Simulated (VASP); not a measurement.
# Fe (Im-3m) in VASP: a series of runs

The runs below take Fe through single point, with PBE.

All numbers are computed with VASP 6.6.1; they aren't measurements. Logs are shortened: lines on timing, memory, paths and dates and some standing lists are left out, and cuts for length are marked.

### 1 The cell of the first run

The structure is cubic, space group Im-3m (No. 229). Conventional cell: a = 2.833 Å, b = 2.833 Å, c = 2.833 Å, α = 90.00°, β = 90.00°, γ = 90.00°. Fe (site symmetry m-3m) has 14 Fe at 2.45 to 2.83 Å within 3.2 Å.

### 2 Single point, PBE, collinear spin, ferromagnetic start

Input file INCAR:

```
  PREC = Accurate
  ENCUT = 520
  EDIFF = 1E-7
  ISMEAR = -1
  SIGMA = 0.2
  LREAL = F
  LASPH = T
  NELM = 150
  ALGO = Normal
  ISIF = 2
  LWAVE = F
  LCHARG = F
  ISPIN = 2
  MAGMOM = 2.208
  LORBIT = 11
  LMAXMIX = 4
  GGA = PE
  NBANDS = 14
```

Input file KPOINTS:

```
regular mesh
0
Gamma
  15 15 15
```

Input file POSCAR:

```
Fe
1.0
   -1.4163059769      1.4163059769      1.4163059769
    1.4163059769     -1.4163059769      1.4163059769
    1.4163059769      1.4163059769     -1.4163059769
Fe
1
Direct
    0.0000000000      0.0000000000      0.0000000000
```

Potentials or basis: VASP PAW PBE potentials, release 64 (Fe).

Started as:

```sh
> cat potpaw_PBE.64/Fe/POTCAR > POTCAR
> mpirun -np 1 vasp_std > vasp.out
```

OUTCAR:

```text
PREC = Accurate
   ENCUT = 520
   EDIFF = 1E-7
   ISMEAR = -1
   LREAL = F
   LASPH = T
   NELM = 150
   ISIF = 2
   ISPIN = 2
   LORBIT = 11
   GGA = PE

 ion  position               nearest neighbor table
   1  0.000  0.000  0.000-

  LATTYP: Found a body centered cubic cell.
 ALAT       =     2.8326119538

  Lattice vectors:

 A1 = (  -1.4163059769,   1.4163059769,   1.4163059769)
 A2 = (   1.4163059769,  -1.4163059769,   1.4163059769)
 A3 = (   1.4163059769,   1.4163059769,  -1.4163059769)

Analysis of symmetry for initial positions (statically):
=====================================================================
 Subroutine PRICEL returns:
 Original cell was already a primitive cell.

 Routine SETGRP: Setting up the symmetry group for a
 body centered cubic supercell.

 Subroutine GETGRP returns: Found 48 space group operations
 (whereof 48 operations were pure point group operations)
 out of a pool of 48 trial point group operations.

The static configuration has the point symmetry O_h .

Analysis of symmetry for dynamics (positions and initial velocities):
=====================================================================
 Subroutine PRICEL returns:
 Original cell was already a primitive cell.

 Routine SETGRP: Setting up the symmetry group for a
 body centered cubic supercell.

 Subroutine GETGRP returns: Found 48 space group operations
 (whereof 48 operations were pure point group operations)
 out of a pool of 48 trial point group operations.

The dynamic configuration has the point symmetry O_h .

Analysis of structural, dynamic, and magnetic symmetry:
=====================================================================
 Subroutine PRICEL returns:
 Original cell was already a primitive cell.

 Routine SETGRP: Setting up the symmetry group for a
 body centered cubic supercell.

 Subroutine GETGRP returns: Found 48 space group operations
 (whereof 48 operations were pure point group operations)
 out of a pool of 48 trial point group operations.

The overall configuration has the point symmetry O_h .

 Subroutine INISYM returns: Found 48 space group operations
 (whereof 48 operations are pure point group operations),
 and found     1 'primitive' translations

----------------------------------------------------------------------------------------

                                     Primitive cell

  volume of cell :      11.3640

  direct lattice vectors                    reciprocal lattice vectors
    -1.416305977  1.416305977  1.416305977     0.000000000  0.353031060  0.353031060
     1.416305977 -1.416305977  1.416305977     0.353031060  0.000000000  0.353031060
     1.416305977  1.416305977 -1.416305977     0.353031060  0.353031060  0.000000000

  length of vectors
[... 123 lines left out ...]
  free energy    TOTEN  =        -8.30716562 eV

  energy without entropy =       -8.17195940  energy(sigma->0) =       -8.23956251

 E-fermi :   5.8827     XC(G=0): -13.1164

 val. band max:        5.8764695416   @ k =  -0.4667   0.4667   0.4667
 cond. band min:       5.8832248509   @ k =  -0.2667   0.3333   0.1333
 fundamental gap:      0.0067553093
 Fermi energy:         5.8826508678

 spin component 1

 k-point     1 :       0.0000    0.0000    0.0000
  band No.  band energies     occupation
      1      -2.6118      1.00000
      2       3.5351      0.99999
      3       3.5351      0.99999
      4       3.5351      0.99999
      5       4.7470      0.99659
      6       4.7470      0.99659
      7      30.8338      0.00000
      8      30.8338      0.00000
      9      30.8338      0.00000
     10      35.9165      0.00000
     11      35.9165      0.00000
     12      38.2285      0.00000
     13      38.2285      0.00000
     14      38.2285      0.00000
[... 379 lines left out ...]
      3       3.5346      0.99999
      4       4.8092      0.99536
      5       5.3067      0.94684
      6       9.6920      0.00000
      7      13.3727      0.00000
      8      18.5642      0.00000
      9      25.0477      0.00000
     10      32.0445      0.00000
     11      36.6900      0.00000
     12      39.8156      0.00000
     13      43.8186      0.00000
     14      49.8010      0.00000

 [... further k-points ...]

 spin component 2

 k-point     1 :       0.0000    0.0000    0.0000
  band No.  band energies     occupation
      1      -2.4422      1.00000
      2       5.4113      0.91346
      3       5.4114      0.91341
      4       5.4115      0.91341
      5       7.4593      0.00038
      6       7.4595      0.00038
      7      30.5929      0.00000
      8      30.5929      0.00000
      9      30.5929      0.00000
     10      36.1203      0.00000
     11      36.1203      0.00000
     12      38.8734      0.00000
     13      38.8734      0.00000
     14      38.8734      0.00000
[... 379 lines left out ...]
      3       4.9070      0.99245
      4       7.2794      0.00093
      5       7.7638      0.00008
      6      10.8989      0.00000
      7      14.5800      0.00000
      8      19.2123      0.00000
      9      25.5190      0.00000
     10      32.2945      0.00000
     11      36.7963      0.00000
     12      40.3201      0.00000
     13      44.6582      0.00000
     14      49.7622      0.00000

 [... further k-points ...]

------------------------ aborting loop because EDIFF is reached ----------------------------------------

  FORCE on cell =-STRESS in cart. coord.  units (eV):
  Direction    XX          YY          ZZ          XY          YZ          ZX
  --------------------------------------------------------------------------------------
  -------------------------------------------------------------------------------------
  Total        0.0129711      0.0129711      0.0129711     -0.0000000      0.0000000     -0.0000000
  in kB        1.8287610      1.8287610      1.8287610     -0.0000000      0.0000000     -0.0000000
  external PRESSURE =       1.8287610 kB  Pullay stress =       0.0000000 kB

 VOLUME and BASIS-vectors are now :
 -----------------------------------------------------------------------------
  energy-cutoff  :      520.00
  volume of cell :       11.36
      direct lattice vectors                 reciprocal lattice vectors
    -1.416305977  1.416305977  1.416305977     0.000000000  0.353031060  0.353031060
     1.416305977 -1.416305977  1.416305977     0.353031060  0.000000000  0.353031060
     1.416305977  1.416305977 -1.416305977     0.353031060  0.353031060  0.000000000

 POSITION                                       TOTAL-FORCE (eV/Angst)
 -----------------------------------------------------------------------------------
      0.00000      0.00000      0.00000         0.000000      0.000000     -0.000000
 -----------------------------------------------------------------------------------
    total drift:                                0.000000     -0.000000     -0.000000

  FREE ENERGIE OF THE ION-ELECTRON SYSTEM (eV)
  ---------------------------------------------------
  free  energy   TOTEN  =        -8.3071656212 eV

  energy  without entropy=       -8.1719594047  energy(sigma->0) =       -8.23956251

 total charge

# of ion       s       p       d       tot
------------------------------------------
    1        0.487   0.541   6.239   7.267

 magnetization (x)

# of ion       s       p       d       tot
------------------------------------------
    1       -0.012  -0.053   2.219   2.154
```

stdout:

```text
POSCAR found type information on POSCAR Fe
 POSCAR found :  1 types and       1 ions
 scaLAPACK will be used
 LDA part: xc-table for (Slater+PW92), standard interpolation
 POSCAR, INCAR and KPOINTS ok, starting setup
 FFT: planning ... GRIDC
 FFT: planning ... GRID_SOFT
 FFT: planning ... GRID
 WAVECAR not read
 entering main loop
```

It took 22 s on 1 thread of Intel Xeon Platinum 8559C (Emerald Rapids), shared host; peak memory 0.14 GiB.

Results:

```yaml
Free_energy: -8.3072 eV
Pressure: 0.2 GPa
Net_moment: 2.16 μB per cell
Site_moments: Fe +2.15 μB
Valence_electrons_inside_the_program's_atomic_spheres: Fe 7.27
```

### 3 Single point, PBE, collinear spin, ferromagnetic start

Input file INCAR:

```
ALGO     = Normal         # electronic algorithm
EDIFF    = 1E-6           # SCF threshold, eV
ENCUT    = 520            # plane-wave cutoff, eV
GGA      = PE             # functional
ISIF     = 2              # what is computed and relaxed
ISMEAR   = -1             # smearing method
ISPIN    = 2              # spin polarisation
LASPH    = True           # aspherical terms in the spheres
LCHARG   = True           # write CHGCAR
LELF     = True           # ELF
LMAXMIX  = 4              # l up to which the mixer works
LORBIT   = 11             # projections on sites
LREAL    = False          # projectors in reciprocal space
LVHAR    = True         
LWAVE    = False          # write WAVECAR
MAGMOM   = 2.208          # initial moments
NBANDS   = 14             # bands
NELM     = 150            # most SCF steps
PREC     = Accurate       # precision mode
SIGMA    = 0.3            # smearing width, eV
```

Input file KPOINTS:

```
k-points
0
Gamma
  15 15 15
```

POSCAR is that of step 2.

Potentials or basis: VASP PAW PBE potentials, release 64 (Fe).

Started as:

```sh
> cat potpaw_PBE.64/Fe/POTCAR > POTCAR
> mpirun -np 1 vasp_std > vasp.out
```

Wall time 20 s (1 thread of Intel Xeon Platinum 8559C (Emerald Rapids), shared host); peak memory 0.14 GiB.

The run converged. Its results:

- Free energy: -8.3988 eV
- Pressure: 0.4 GPa
- Net moment: 2.07 μB per cell
- Site moments: Fe +2.06 μB
- Valence electrons inside the program's atomic spheres: Fe 7.27

Levels at points of the mesh, in eV from the Fermi level:
Spin up:
| k point | band 3 | band 4 | band 5 | band 6 | band 7 | band 8 |
| --- | --- | --- | --- | --- | --- | --- |
| (0.00, 0.00, 0.00) | -2.37 | -2.37 | -1.15 | -1.15 | 24.88 | 24.88 |
Spin down:
```csv
k point,band 1,band 2,band 3,band 4,band 5,band 6,band 7
"(0.00, 0.00, 0.00)",-8.39,-0.58,-0.58,-0.58,1.45,1.45,24.66
```
